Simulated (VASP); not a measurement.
# Ta2SbN (R-3m) in VASP: a series of runs, part 2 of 2

VASP 6.6.1.

## (4) Single point, PBE

INCAR

```
SYSTEM = Ta2SbN
PREC = Accurate
ENCUT = 520
EDIFF = 1E-6
ISMEAR = -1
SIGMA = 0.15
LREAL = .FALSE.
LASPH = .TRUE.
NELM = 100
ALGO = Normal
ISIF = 2
LWAVE = .FALSE.
LCHARG = .FALSE.
GGA = PE
NBANDS = 24
```

KPOINTS

```
Automatic mesh
0
G
  15 15 15
  0 0 0
```

POSCAR

```
Ta2SbN
1.0
    1.6618438501      0.9594659941      6.6299085159
   -1.6618438501      0.9594659941      6.6299085159
    0.0000000000     -1.9189319885      6.6299085159
Ta Sb N
2 1 1
Direct
    0.2800457422      0.2800457422      0.2800457422
    0.7199542578      0.7199542578      0.7199542578
    0.5000000000      0.5000000000      0.5000000000
    0.0000000000      0.0000000000      0.0000000000
```

Potentials or basis: VASP PAW PBE potentials, release 64 (Ta_pv, Sb, N).

Started as:

```sh
$ cat potpaw_PBE.64/Ta_pv/POTCAR potpaw_PBE.64/Sb/POTCAR potpaw_PBE.64/N/POTCAR > POTCAR
$ mpirun -np 1 vasp_std > vasp.out
```

OUTCAR:

```text
SYSTEM = Ta2SbN
   PREC = Accurate
   ENCUT = 520
   EDIFF = 1E-6
   ISMEAR = -1
   LREAL = .FALSE.
   LASPH = .TRUE.
   NELM = 100
   ISIF = 2
   GGA = PE

 ion  position               nearest neighbor table
   1  0.280  0.280  0.280-   4 2.19   4 2.19   4 2.19   2 2.86   2 2.86   2 2.86   3 2.96   3 2.96
                             3 2.96
   2  0.720  0.720  0.720-   4 2.19   4 2.19   4 2.19   1 2.86   1 2.86   1 2.86   3 2.96   3 2.96
                             3 2.96
   3  0.500  0.500  0.500-   1 2.96   1 2.96   2 2.96   2 2.96   1 2.96   2 2.96
   4  0.000  0.000  0.000-   2 2.19   2 2.19   1 2.19   1 2.19   2 2.19   1 2.19

  LATTYP: Found a trigonal (rhomboedric) cell.
 ALAT       =     6.9020277387
 COS(alpha) =     0.8840536655

  Lattice vectors:

 A1 = (   1.6618438501,   0.9594659941,   6.6299085159)
 A2 = (  -1.6618438501,   0.9594659941,   6.6299085159)
 A3 = (   0.0000000000,  -1.9189319885,   6.6299085159)

Analysis of symmetry for initial positions (statically):
=====================================================================
 Subroutine PRICEL returns:
 Original cell was already a primitive cell.

 Routine SETGRP: Setting up the symmetry group for a
 trigonal (rhombohedral) supercell.

 Subroutine GETGRP returns: Found 12 space group operations
 (whereof 12 operations were pure point group operations)
 out of a pool of 12 trial point group operations.

The static configuration has the point symmetry D_3d.

Analysis of symmetry for dynamics (positions and initial velocities):
=====================================================================
 Subroutine PRICEL returns:
 Original cell was already a primitive cell.

 Routine SETGRP: Setting up the symmetry group for a
 trigonal (rhombohedral) supercell.

 Subroutine GETGRP returns: Found 12 space group operations
 (whereof 12 operations were pure point group operations)
 out of a pool of 12 trial point group operations.

The dynamic configuration has the point symmetry D_3d.

 Subroutine INISYM returns: Found 12 space group operations
 (whereof 12 operations are pure point group operations),
 and found     1 'primitive' translations

----------------------------------------------------------------------------------------

                                     Primitive cell

  volume of cell :      63.4276

  direct lattice vectors                    reciprocal lattice vectors
     1.661843850  0.959465994  6.629908516     0.300870626  0.173707737  0.050277215
    -1.661843850  0.959465994  6.629908516    -0.300870626  0.173707737  0.050277215
     0.000000000 -1.918931989  6.629908516     0.000000000 -0.347415474  0.050277215

  length of vectors
     6.902027739  6.902027739  6.902027739     0.351034628  0.351034628  0.351034628

  position of ions in fractional coordinates (direct lattice)
     0.280045742  0.280045742  0.280045742
     0.719954258  0.719954258  0.719954258
     0.500000000  0.500000000  0.500000000
     0.000000000  0.000000000  0.000000000

  ion indices of the primitive-cell ions
   primitive index   ion index
                 1           1
                 2           2
                 3           3
                 4           4

----------------------------------------------------------------------------------------

 KPOINTS: Automatic mesh

Automatic generation of k-mesh.
 Grid dimensions read from file:
 generate k-points for:   15   15   15

 Generating k-lattice:

  Cartesian coordinates                     Fractional coordinates (reciprocal lattice)
     0.020058042  0.011580516  0.003351814     0.066666667  0.000000000 -0.000000000
    -0.020058042  0.011580516  0.003351814     0.000000000  0.066666667 -0.000000000
     0.000000000 -0.023161032  0.003351814    -0.000000000 -0.000000000  0.066666667

  Length of vectors
     0.023402309  0.023402309  0.023402309

  Shift w.r.t. Gamma in fractional coordinates (k-lattice)
     0.000000000  0.000000000  0.000000000

 Subroutine IBZKPT returns following result:
 ===========================================

 Found    344 irreducible k-points:

 Following reciprocal coordinates:
            Coordinates               Weight
  0.000000  0.000000  0.000000      1.000000
  0.066667 -0.000000  0.000000      6.000000
  0.133333  0.000000  0.000000      6.000000
  0.200000  0.000000  0.000000      6.000000
  0.266667  0.000000  0.000000      6.000000
  0.333333  0.000000  0.000000      6.000000
[... 16 lines left out ...]
  0.133333  0.133333  0.000000      6.000000
  0.200000  0.133333  0.000000     12.000000
 [... further k-points ...]
   k-points           NKPTS =    344   k-points in BZ     NKDIM =    344   number of bands    NBANDS=     24
   number of dos      NEDOS =    301   number of ions     NIONS =      4
   total plane-waves  NPLWV = 157464
   dimension x,y,z NGX =    54 NGY =   54 NGZ =   54
   dimension x,y,z NGXF=   108 NGYF=  108 NGZF=  108
   ions per type =               2   1   1
   NGX,Y,Z   is equivalent  to a cutoff of  13.01, 13.01, 13.01 a.u.
   NGXF,Y,Z  is equivalent  to a cutoff of  26.01, 26.01, 26.01 a.u.
 SYSTEM =  Ta2SbN
   PREC   = accura    normal or accurate (medium, high low for compatibility)
   ISTART =      0    job   : 0-new  1-cont  2-samecut
   ICHARG =      2    charge: 1-file 2-atom 10-const
   ISPIN  =      1    spin polarized calculation?
   LNONCOLLINEAR =      F non collinear calculations
   LSORBIT =      F    spin-orbit coupling
   LASPH  =      T    aspherical Exc in radial PAW
   ENCUT  =  520.0 eV  38.22 Ry    6.18 a.u.  12.83 12.83 12.83*2*pi/ulx,y,z
   NELM   =    100;   NELMIN=  2; NELMDL= -5     # of ELM steps
   EDIFF  = 0.1E-05   stopping-criterion for ELM
   LREAL  =      F    real-space projection
   EDIFFG = 0.1E-04   stopping-criterion for IOM
   NSW    =      0    number of steps for IOM
   IBRION =     -1    ionic relax: 0-MD 1-quasi-New 2-CG
   NFREE  =      0    steps in history (QN), initial steepest desc. (CG)
   ISIF   =      2    stress and relaxation
   ISYM   =      2    0-nonsym 1-usesym 2-fastsym
   POTIM  = 0.5000    time-step for ionic-motion
   TEBEG  =    0.0;   TEEND  =   0.0 temperature during run
   PSTRESS=    0.0 pullay stress
   NELECT =      32.0000    total number of electrons
   NUPDOWN=      -1.0000    fix difference up-down
   EMIN   =  10.00;   EMAX   =-10.00  energy-range for DOS
   EFERMI =   0.00;   METHOD = LEGACY
   ISMEAR =    -1;   SIGMA  =   0.15  broadening in eV -4-tet -1-fermi 0-gaus
   EFERMI_NEDOS =   21; number of points for ismear=-14 and -15
   IALGO  =     38    algorithm
   IMIX   =      4    mixing-type and parameters
     AMIX     =   0.40;   BMIX     =  1.00
     AMIX_MAG =   1.60;   BMIX_MAG =  1.00
  volume/ion in A,a.u.               =      15.86       107.01
  Fermi-wavevector in a.u.,A,eV,Ry     =   1.303263  2.462809 23.109409  1.698494
  Thomas-Fermi vector in A             =   2.434276
   LORBIT       =      0    0 simple, 1 ext, 2 COOP (PROOUT), +10 PAW based schemes
   GGA     = PE    functional components
   LHFCALC =     F    Hartree Fock is set to
   AEXX    =    0.0000 exact exchange contribution
   IVDW    =     0    specifies the selected vdW correction
   LEPSILON=     F    determine dielectric tensor
   LRPA    =     F    only Hartree local field effects (RPA)
 non-spin polarized calculation
  energy-cutoff  :      520.00
  volume of cell :       63.43
 maximum number of plane-waves:      1722
 NGX is ok and might be reduce to    54
   NGX = 25   NGY = 25   NGZ = 25

 number of electron      32.0000000 magnetization

 Free energy of the ion-electron system (eV)
  ---------------------------------------------------
  ext. energy  EPLUGINS =         0.00000000
  ---------------------------------------------------
  free energy    TOTEN  =       -37.49038828 eV

  energy without entropy =      -37.33803062  energy(sigma->0) =      -37.41420945

 E-fermi :   8.8034     XC(G=0): -12.1692

 val. band max:        8.8033406867   @ k =  -0.3333   0.2667   0.1333
 cond. band min:       8.8073874735   @ k =   0.3333   0.3333   0.3333
 fundamental gap:      0.0040467868
 Fermi energy:         8.8033574188

 k-point     1 :       0.0000    0.0000    0.0000
  band No.  band energies     occupation
      1     -26.7558      2.00000
      2     -26.4207      2.00000
      3     -26.4207      2.00000
      4     -26.2620      2.00000
      5     -26.2620      2.00000
      6     -26.0666      2.00000
[... 637 lines left out ...]
     23      12.8407      0.00000
     24      13.5845      0.00000

 [... further k-points ...]
[... 5 lines left out ...]
  --------------------------------------------------------------------------------------
  -------------------------------------------------------------------------------------
  Total        0.1157840      0.1157840      0.1387692      0.0000000     -0.0000000      0.0000000
  in kB        2.9246943      2.9246943      3.5052995      0.0000000     -0.0000000      0.0000000
  external PRESSURE =       3.1182294 kB  Pullay stress =       0.0000000 kB

 VOLUME and BASIS-vectors are now :
 -----------------------------------------------------------------------------
  energy-cutoff  :      520.00
  volume of cell :       63.43
      direct lattice vectors                 reciprocal lattice vectors
     1.661843850  0.959465994  6.629908516     0.300870626  0.173707737  0.050277215
    -1.661843850  0.959465994  6.629908516    -0.300870626  0.173707737  0.050277215
     0.000000000 -1.918931989  6.629908516     0.000000000 -0.347415474  0.050277215

 POSITION                                       TOTAL-FORCE (eV/Angst)
 -----------------------------------------------------------------------------------
      0.00000     -0.00000      5.57003         0.000000      0.000000     -0.033743
      0.00000     -0.00000     14.31969         0.000000     -0.000000      0.033743
      0.00000     -0.00000      9.94486        -0.000000      0.000000     -0.000000
      0.00000      0.00000      0.00000         0.000000      0.000000     -0.000000
 -----------------------------------------------------------------------------------
    total drift:                               -0.000000     -0.000000      0.000000

  FREE ENERGIE OF THE ION-ELECTRON SYSTEM (eV)
  ---------------------------------------------------
  free  energy   TOTEN  =       -37.4903882790 eV

  energy  without entropy=      -37.3380306153  energy(sigma->0) =      -37.41420945
```

OSZICAR:

```text
N       E                     dE             d eps       ncg     rms          rms(c)
DAV:   1     0.253620282879E+03    0.25362E+03   -0.16165E+04 16520   0.130E+03
DAV:   2    -0.284923918753E+02   -0.28211E+03   -0.26928E+03 20440   0.365E+02
DAV:   3    -0.406340436209E+02   -0.12142E+02   -0.11805E+02 21488   0.707E+01
DAV:   4    -0.408533065646E+02   -0.21926E+00   -0.21885E+00 18488   0.102E+01
DAV:   5    -0.408577113293E+02   -0.44048E-02   -0.44029E-02 22368   0.134E+00    0.260E+01
DAV:   6    -0.377536059823E+02    0.31041E+01   -0.13521E+01 21328   0.247E+01    0.119E+01
DAV:   7    -0.375377194854E+02    0.21589E+00   -0.13315E+00 20544   0.795E+00    0.664E+00
DAV:   8    -0.374988180006E+02    0.38901E-01   -0.32030E-01 19032   0.345E+00    0.961E-01
DAV:   9    -0.374907479108E+02    0.80701E-02   -0.28472E-02 20880   0.105E+00    0.317E-01
DAV:  10    -0.374904031991E+02    0.34471E-03   -0.43012E-03 19008   0.470E-01    0.138E-01
DAV:  11    -0.374903940181E+02    0.91810E-05   -0.26289E-04 20632   0.128E-01    0.356E-02
DAV:  12    -0.374903877948E+02    0.62233E-05   -0.33031E-05 19952   0.482E-02    0.840E-03
DAV:  13    -0.374903882790E+02   -0.48427E-06   -0.21429E-06 16360   0.117E-02
   1 F= -.37490388E+02 E0= -.37414209E+02  d E =-.152358E+00
```

stdout:

```text
POSCAR found type information on POSCAR TaSbN
 POSCAR found :  3 types and       4 ions
 scaLAPACK will be used
 LDA part: xc-table for (Slater+PW92), standard interpolation
 POSCAR, INCAR and KPOINTS ok, starting setup
 FFT: planning ... GRIDC
 FFT: planning ... GRID_SOFT
 FFT: planning ... GRID
 WAVECAR not read
 entering main loop
```

Wall time 18 min (1 thread of AMD EPYC 9R45 (Zen 5), shared host); peak memory 0.75 GiB.

What came out:

| Property | Result |
| --- | --- |
| Free energy | -37.4904 eV |
| Pressure | 0.3 GPa |
| Largest force | 0.034 eV/Å |
| Band gap on the k mesh | zero (bands 16 and 17 overlap by 1.19 eV) |

Forces in eV/Å, atoms in the order of the input:
```
Ta   0.000  0.000 -0.034
Ta   0.000  0.000  0.034
Sb   0.000  0.000  0.000
N    0.000  0.000  0.000
```

Caveat: spin-orbit coupling is left out, which moves the levels of the heavy elements.

## (5) Single point, PBE

INCAR

```
SYSTEM = Ta2SbN
ALGO     = Normal         ! electronic algorithm
EDIFF    = 1E-6           ! SCF threshold, eV
ENCUT    = 520            ! plane-wave cutoff, eV
GGA      = PE             ! functional
ISIF     = 2              ! what is computed and relaxed
ISMEAR   = -1             ! smearing method
LASPH    = .True.         ! aspherical terms in the spheres
LCHARG   = .False.        ! write CHGCAR
LREAL    = .False.        ! projectors in reciprocal space
LWAVE    = .False.        ! write WAVECAR
NBANDS   = 24             ! bands
NELM     = 100            ! most SCF steps
PREC     = Accurate       ! precision mode
SIGMA    = 0.15           ! smearing width, eV
```

KPOINTS

```
k-points
0
Gamma
  15 15 15
  0 0 0
```

POSCAR is that of step 4.

Started as:

```sh
$ cat potpaw_PBE.64/Ta_pv/POTCAR potpaw_PBE.64/Sb/POTCAR potpaw_PBE.64/N/POTCAR > POTCAR
$ mpirun -np 1 vasp_std > vasp.out
```

Wall time 18 min (1 thread of AMD EPYC 9R45 (Zen 5), shared host); peak memory 0.75 GiB.

The run converged. Its results:

```
Free energy            : -37.4904 eV
Pressure               : 0.3 GPa
Largest force          : 0.034 eV/Å
Band gap on the k mesh : zero (bands 16 and 17 overlap by 1.19 eV)
```

Forces on the atoms (eV/Å):
```
Ta   0.000  0.000 -0.034
Ta   0.000  0.000  0.034
Sb   0.000  0.000  0.000
N    0.000  0.000  0.000
```

Levels at points of the mesh, in eV from the Fermi level:
```
           k point  band 12  band 13  band 14  band 15  band 16  band 17  band 18  band 19  band 20  band 21
(0.00, 0.00, 0.00)    -4.18    -1.56    -1.56    -1.01     0.68     0.82     0.82     0.84     2.27     2.27
```

Caveat: spin-orbit coupling is left out, which moves the levels of the heavy elements.

## (6) The runs side by side

```csv
cell,k mesh,smearing,gap on the mesh (eV),pressure (GPa),largest force (eV/Å)
"a = 6.891 Å, angles 27.9°, 4 atoms, atomic positions A",15 × 15 × 15,gaussian 0.1 eV,none,0.3,0.03
"a = 5.865 Å, angles 33.6°, 4 atoms, atomic positions B",6 × 6 × 6,gaussian 0.1 eV,none,69.0,10.47
"a = 6.902 Å, angles 27.9°, 4 atoms, atomic positions C",15 × 15 × 15,fermi-dirac 0.15 eV,none,0.3,0.03
```

Alike in all rows: task single point; level PBE; potentials or basis VASP PAW PBE potentials, release 64 (Ta_pv, Sb, N); no spin polarisation; cutoff (eV) 520.

Caveats: some runs use coarse meshes; spin-orbit coupling is left out, which moves the levels of the heavy elements; forces of over 1 eV/Å act on the atoms, so gaps and moduli don't describe the material at rest (at least some runs).

Absolute energies hang on the potentials; compare differences alone.

The gap in the log of VASP goes by the Fermi energy; the results here count the filled bands.